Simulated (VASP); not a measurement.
# BiO (P6_3mc) in VASP: notebook

Runs on BiO. Level: r2SCAN. Tasks: single point.

All numbers are computed with VASP 6.6.1; they aren't measurements. Logs are shortened: lines on timing, memory, paths and dates and some standing lists are left out, and cuts for length are marked.

### 1 The cell of the first run

The structure is hexagonal, space group P6_3mc (No. 186). The conventional cell has a = 4.041 Å, b = 4.041 Å, c = 6.475 Å, α = 90.00°, β = 90.00°, γ = 120.00°. Bi (site symmetry 3m) has 4 O at 2.23 to 2.54 Å within 3.0 Å. O (site symmetry 3m) has 4 Bi at 2.23 to 2.54 Å within 3.0 Å.

### 2 Single point, r2SCAN

Input file POSCAR:

```
BiO
1.0
    4.0407920000      0.0000000000      0.0000000000
   -2.0203960000      3.4994290000      0.0000000000
    0.0000000000      0.0000000000      6.4748420000
Bi O
2 2
Direct
    0.3333300000      0.6666700000      0.0000000000
    0.6666600000      0.3333300000      0.5000000000
    0.3333300000      0.6666700000      0.3450000000
    0.6666600000      0.3333300000      0.8450000000
```

Input file INCAR.step1:

```
  PREC = Accurate
  ENCUT = 520
  ISMEAR = 0
  SIGMA = 0.1613
  LREAL = False
  LASPH = True
  NELM = 80
  NBANDS = 29
  GGA = PE
  ALGO = Normal
  EDIFF = 1E-4
  LWAVE = True
  LCHARG = False
```

Input file INCAR.step2:

```
  PREC = Accurate
  ENCUT = 520
  EDIFF = 1E-7
  ISMEAR = 0
  SIGMA = 0.1613
  LREAL = False
  LASPH = True
  NELM = 80
  ALGO = Normal
  ISIF = 2
  LWAVE = False
  LCHARG = False
  METAGGA = R2SCAN
  LMIXTAU = True
  NBANDS = 29
  ISTART = 1
```

Input file KPOINTS:

```
Automatic mesh
0
Gamma
  5 5 3
```

Potentials or basis: VASP PAW PBE potentials, release 64 (Bi_d, O).

Launch:

```console
> cat potpaw_PBE.64/Bi_d/POTCAR potpaw_PBE.64/O/POTCAR > POTCAR
> cp INCAR.step1 INCAR
> mpirun -np 1 vasp_std > vasp.out
> cp INCAR.step2 INCAR
> mpirun -np 1 vasp_std > vasp.out
```

OUTCAR:

```text
PREC = Accurate
   ENCUT = 520
   EDIFF = 1E-7
   ISMEAR = 0
   LREAL = False
   LASPH = True
   NELM = 80
   ISIF = 2
   METAGGA = R2SCAN
   ISTART = 1

 ion  position               nearest neighbor table
   1  0.333  0.667  0.000-   3 2.23   4 2.54   4 2.54   4 2.54
   2  0.667  0.333  0.500-   4 2.23   3 2.54   3 2.54   3 2.54
   3  0.333  0.667  0.345-   1 2.23   2 2.54   2 2.54   2 2.54
   4  0.667  0.333  0.845-   2 2.23   1 2.54   1 2.54   1 2.54

  LATTYP: Found a hexagonal cell.
 ALAT       =     4.0407920000
 C/A-ratio  =     1.6023695355

  Lattice vectors:

 A1 = (   4.0407920000,   0.0000000000,   0.0000000000)
 A2 = (  -2.0203960000,   3.4994290000,   0.0000000000)
 A3 = (   0.0000000000,   0.0000000000,   6.4748420000)

Analysis of symmetry for initial positions (statically):
=====================================================================
 Subroutine PRICEL returns:
 Original cell was already a primitive cell.

 Routine SETGRP: Setting up the symmetry group for a
 hexagonal supercell.

 Subroutine GETGRP returns: Found  4 space group operations
 (whereof  1 operations were pure point group operations)
 out of a pool of 24 trial point group operations.

The static configuration has the point symmetry C_1 .
 The point group associated with its full space group is C_2v.

Analysis of symmetry for dynamics (positions and initial velocities):
=====================================================================
 Subroutine PRICEL returns:
 Original cell was already a primitive cell.

 Routine SETGRP: Setting up the symmetry group for a
 hexagonal supercell.

 Subroutine GETGRP returns: Found  4 space group operations
 (whereof  1 operations were pure point group operations)
 out of a pool of 24 trial point group operations.

The dynamic configuration has the point symmetry C_1 .
 The point group associated with its full space group is C_2v.

 Subroutine INISYM returns: Found  4 space group operations
 (whereof  1 operations are pure point group operations),
 and found     1 'primitive' translations

----------------------------------------------------------------------------------------

                                     Primitive cell

  volume of cell :      91.5573

  direct lattice vectors                    reciprocal lattice vectors
     4.040792000  0.000000000  0.000000000     0.247476237  0.142880453  0.000000000
    -2.020396000  3.499429000  0.000000000     0.000000000  0.285760906  0.000000000
     0.000000000  0.000000000  6.474842000     0.000000000  0.000000000  0.154443923

  length of vectors
     4.040792000  4.040792413  6.474842000     0.285760935  0.285760906  0.154443923

  position of ions in fractional coordinates (direct lattice)
     0.333330000  0.666670000  0.000000000
     0.666660000  0.333330000  0.500000000
     0.333330000  0.666670000  0.345000000
     0.666660000  0.333330000  0.845000000

  ion indices of the primitive-cell ions
   primitive index   ion index
                 1           1
                 2           2
                 3           3
                 4           4

----------------------------------------------------------------------------------------

 KPOINTS: Automatic mesh

Automatic generation of k-mesh.
 Grid dimensions read from file:
 generate k-points for:    5    5    3

 Generating k-lattice:

  Cartesian coordinates                     Fractional coordinates (reciprocal lattice)
     0.049495247  0.028576091  0.000000000     0.200000000 -0.000000000  0.000000000
     0.000000000  0.057152181  0.000000000     0.000000000  0.200000000  0.000000000
     0.000000000  0.000000000  0.051481308     0.000000000  0.000000000  0.333333333

  Length of vectors
     0.057152187  0.057152181  0.051481308

  Shift w.r.t. Gamma in fractional coordinates (k-lattice)
     0.000000000  0.000000000  0.000000000

 Subroutine IBZKPT returns following result:
 ===========================================

 Found     18 irreducible k-points:

 Following reciprocal coordinates:
            Coordinates               Weight
  0.000000  0.000000  0.000000      1.000000
  0.200000 -0.000000  0.000000      4.000000
  0.000000  0.200000  0.000000      2.000000
  0.400000  0.000000  0.000000      4.000000
  0.000000  0.400000  0.000000      2.000000
  0.200000  0.200000  0.000000      4.000000
[... 10 lines left out ...]
  0.400000  0.200000  0.333333      8.000000
 -0.200000 -0.400000  0.333333      4.000000
   k-points           NKPTS =     18   k-points in BZ     NKDIM =     18   number of bands    NBANDS=     29
   number of dos      NEDOS =    301   number of ions     NIONS =      4
   total plane-waves  NPLWV =  43200
   dimension x,y,z NGX =    30 NGY =   30 NGZ =   48
   dimension x,y,z NGXF=    60 NGYF=   60 NGZF=   96
   ions per type =               2   2
   NGX,Y,Z   is equivalent  to a cutoff of  12.34, 12.34, 12.32 a.u.
   NGXF,Y,Z  is equivalent  to a cutoff of  24.69, 24.69, 24.65 a.u.
 SYSTEM =  unknown system
   PREC   = accura    normal or accurate (medium, high low for compatibility)
   ISTART =      1    job   : 0-new  1-cont  2-samecut
   ICHARG =      0    charge: 1-file 2-atom 10-const
   ISPIN  =      1    spin polarized calculation?
   LNONCOLLINEAR =      F non collinear calculations
   LSORBIT =      F    spin-orbit coupling
   LASPH  =      T    aspherical Exc in radial PAW
   ENCUT  =  520.0 eV  38.22 Ry    6.18 a.u.   7.51  7.51 12.04*2*pi/ulx,y,z
   NELM   =     80;   NELMIN=  2; NELMDL=  0     # of ELM steps
   EDIFF  = 0.1E-06   stopping-criterion for ELM
   LREAL  =      F    real-space projection
   EDIFFG = 0.1E-05   stopping-criterion for IOM
   NSW    =      0    number of steps for IOM
   IBRION =     -1    ionic relax: 0-MD 1-quasi-New 2-CG
   NFREE  =      0    steps in history (QN), initial steepest desc. (CG)
   ISIF   =      2    stress and relaxation
   ISYM   =      2    0-nonsym 1-usesym 2-fastsym
   POTIM  = 0.5000    time-step for ionic-motion
   TEBEG  =    0.0;   TEEND  =   0.0 temperature during run
   PSTRESS=    0.0 pullay stress
   NELECT =      42.0000    total number of electrons
   NUPDOWN=      -1.0000    fix difference up-down
   EMIN   =  10.00;   EMAX   =-10.00  energy-range for DOS
   EFERMI =   0.00;   METHOD = LEGACY
   ISMEAR =     0;   SIGMA  =   0.16  broadening in eV -4-tet -1-fermi 0-gaus
   EFERMI_NEDOS =   21; number of points for ismear=-14 and -15
   IALGO  =     38    algorithm
   IMIX   =      4    mixing-type and parameters
     AMIX     =   0.40;   BMIX     =  1.00
     AMIX_MAG =   1.60;   BMIX_MAG =  1.00
  volume/ion in A,a.u.               =      22.89       154.46
  Fermi-wavevector in a.u.,A,eV,Ry     =   1.262584  2.385938 21.689300  1.594119
  Thomas-Fermi vector in A             =   2.395985
   LORBIT       =      0    0 simple, 1 ext, 2 COOP (PROOUT), +10 PAW based schemes
   METAGGA = R2SCAN    functional components
   LHFCALC =     F    Hartree Fock is set to
   AEXX    =    0.0000 exact exchange contribution
   IVDW    =     0    specifies the selected vdW correction
   LEPSILON=     F    determine dielectric tensor
   LRPA    =     F    only Hartree local field effects (RPA)
 non-spin polarized calculation
 Gauss-broadening in eV      SIGMA  =   0.16
  energy-cutoff  :      520.00
  volume of cell :       91.56
 maximum number of plane-waves:      2479
 NGX is ok and might be reduce to    30
   NGX = 15   NGY = 15   NGZ = 25

 number of electron      42.0000001 magnetization

 Free energy of the ion-electron system (eV)
  ---------------------------------------------------
  ext. energy  EPLUGINS =         0.00000000
  ---------------------------------------------------
  free energy    TOTEN  =      -130.31926360 eV

  energy without entropy =     -130.24621424  energy(sigma->0) =     -130.28273892

 E-fermi :   5.8419     XC(G=0): -10.0679

 val. band max:        5.8262748576   @ k =  -0.2000  -0.4000   0.3333
 cond. band min:       5.8636341630   @ k =  -0.4000   0.2000   0.0000
 fundamental gap:      0.0373593054
 Fermi energy:         5.8418967319

 k-point     1 :       0.0000    0.0000    0.0000
  band No.  band energies     occupation
      1     -18.8177      2.00000
      2     -18.7512      2.00000
      3     -18.6967      2.00000
      4     -18.6967      2.00000
      5     -18.6959      2.00000
      6     -18.6959      2.00000
[... 21 lines left out ...]
     28      13.8045      0.00000
     29      14.5767      0.00000

 k-point     2 :       0.2000   -0.0000    0.0000
  band No.  band energies     occupation
      1     -18.8200      2.00000
      2     -18.7621      2.00000
      3     -18.6968      2.00000
      4     -18.6922      2.00000
      5     -18.6856      2.00000
      6     -18.6837      2.00000
[... 21 lines left out ...]
     28      13.3319      0.00000
     29      14.3692      0.00000

 k-point     3 :       0.0000    0.2000    0.0000
  band No.  band energies     occupation
      1     -18.8200      2.00000
      2     -18.7621      2.00000
      3     -18.6968      2.00000
      4     -18.6922      2.00000
      5     -18.6856      2.00000
      6     -18.6837      2.00000
[... 21 lines left out ...]
     28      13.3319      0.00000
     29      14.3693      0.00000

 k-point     4 :       0.4000    0.0000    0.0000
  band No.  band energies     occupation
      1     -18.8280      2.00000
      2     -18.7843      2.00000
      3     -18.6994      2.00000
      4     -18.6835      2.00000
      5     -18.6822      2.00000
      6     -18.6808      2.00000
[... 405 lines left out ...]
     28      12.8846      0.00000
     29      15.1894      0.00000

 k-point    17 :       0.4000    0.2000    0.3333
  band No.  band energies     occupation
      1     -18.8150      2.00000
      2     -18.8040      2.00000
      3     -18.6922      2.00000
      4     -18.6888      2.00000
      5     -18.6793      2.00000
      6     -18.6711      2.00000
[... 21 lines left out ...]
     28      13.5802      0.00000
     29      14.7506      0.00000

 k-point    18 :      -0.2000   -0.4000    0.3333
  band No.  band energies     occupation
      1     -18.8150      2.00000
      2     -18.8040      2.00000
      3     -18.6922      2.00000
      4     -18.6889      2.00000
      5     -18.6793      2.00000
      6     -18.6711      2.00000
[... 21 lines left out ...]
     28      13.5802      0.00000
     29      14.7506      0.00000

------------------------ aborting loop because EDIFF is reached ----------------------------------------

  FORCE on cell =-STRESS in cart. coord.  units (eV):
  Direction    XX          YY          ZZ          XY          YZ          ZX
  --------------------------------------------------------------------------------------
  -------------------------------------------------------------------------------------
  Total       -2.5974945     -2.5973669     -0.6853889      0.0000000      0.0000000      0.0000000
  in kB      -45.4540263    -45.4517940    -11.9937441      0.0000000      0.0000000      0.0000000
  external PRESSURE =     -34.2998548 kB  Pullay stress =       0.0000000 kB

 VOLUME and BASIS-vectors are now :
 -----------------------------------------------------------------------------
  energy-cutoff  :      520.00
  volume of cell :       91.56
      direct lattice vectors                 reciprocal lattice vectors
     4.040792000  0.000000000  0.000000000     0.247476237  0.142880453  0.000000000
    -2.020396000  3.499429000  0.000000000     0.000000000  0.285760906  0.000000000
     0.000000000  0.000000000  6.474842000     0.000000000  0.000000000  0.154443923

 POSITION                                       TOTAL-FORCE (eV/Angst)
 -----------------------------------------------------------------------------------
     -0.00002      2.33296      0.00000         0.000000      0.000046     -0.041265
      2.02038      1.16646      3.23742         0.000000     -0.000046     -0.041265
     -0.00002      2.33296      2.23382         0.000000      0.000070      0.041265
      2.02038      1.16646      5.47124        -0.000000     -0.000070      0.041265
 -----------------------------------------------------------------------------------
    total drift:                                0.000000     -0.000000     -0.002822

  FREE ENERGIE OF THE ION-ELECTRON SYSTEM (eV)
  ---------------------------------------------------
  free  energy   TOTEN  =      -130.3192635956 eV

  energy  without entropy=     -130.2462142409  energy(sigma->0) =     -130.28273892
```

Run time: 8.4 min. Hardware: 1 thread of AMD EPYC, shared host; peak memory 0.19 GiB.

Results:

| Quantity | Value |
| --- | --- |
| Free energy | -130.3193 eV |
| Pressure | -3.4 GPa |
| Largest force | 0.041 eV/Å |
| Band gap on the k mesh | zero (bands 21 and 22 overlap by 1.05 eV) |

Forces in eV/Å, atoms in the order of the input:
```
Bi   0.000  0.000 -0.041
Bi   0.000  0.000 -0.041
O    0.000  0.000  0.041
O    0.000  0.000  0.041
```

Caveat: the cell stands under tension; the PAW data sets were made with another functional, which shifts forces and pressure a little; spin-orbit coupling is left out, which moves the levels of the heavy elements.

### 3 Single point, r2SCAN

POSCAR is that of step 2.

Input file INCAR.step1:

```
PREC = Accurate ; ENCUT = 520
ISMEAR = 0 ; SIGMA = 0.1613
LREAL = F ; LASPH = T
NELM = 80 ; ISYM = 0
NBANDS = 29 ; GGA = PE
ALGO = Normal ; EDIFF = 1E-4
LWAVE = T ; LCHARG = F
```

Input file INCAR.step2:

```
PREC = Accurate ; ENCUT = 520
EDIFF = 1E-7 ; ISMEAR = 0
SIGMA = 0.1613 ; LREAL = F
LASPH = T ; NELM = 80
ALGO = Normal ; ISIF = 2
LWAVE = F ; LCHARG = F
METAGGA = R2SCAN ; LMIXTAU = T
ISYM = 0 ; NBANDS = 29
ISTART = 1
```

KPOINTS is that of step 2.

Potentials or basis: VASP PAW PBE potentials, release 64 (Bi_d, O).

Launch:

```console
> cat potpaw_PBE.64/Bi_d/POTCAR potpaw_PBE.64/O/POTCAR > POTCAR
> cp INCAR.step1 INCAR
> mpirun -np 1 vasp_std > vasp.out
> cp INCAR.step2 INCAR
> mpirun -np 1 vasp_std > vasp.out
```

Wall time 13 min (1 thread of AMD EPYC, shared host); peak memory 0.23 GiB.

The run converged. Its results:

- Free energy: -130.3193 eV
- Pressure: -3.4 GPa
- Largest force: 0.041 eV/Å
- Band gap on the k mesh: zero (bands 21 and 22 overlap by 1.05 eV)

Forces on the atoms (eV/Å):
```
Bi   0.000  0.000 -0.041
Bi   0.000  0.000 -0.041
O    0.000  0.000  0.041
O    0.000  0.000  0.041
```

Stress tensor (GPa, compression positive):
```
-4.55  0.00  0.00
 0.00 -4.54  0.00
 0.00  0.00 -1.20
```

Levels at points of the mesh, in eV from the Fermi level:
```tsv
k point	band 20	band 21	band 22	band 23	band 24	band 25
(0.00, 0.00, 0.00)	-3.87	0.84	1.90	1.90	2.86	2.86
```

Caveat: the cell stands under tension; the PAW data sets were made with another functional, which shifts forces and pressure a little; spin-orbit coupling is left out, which moves the levels of the heavy elements.
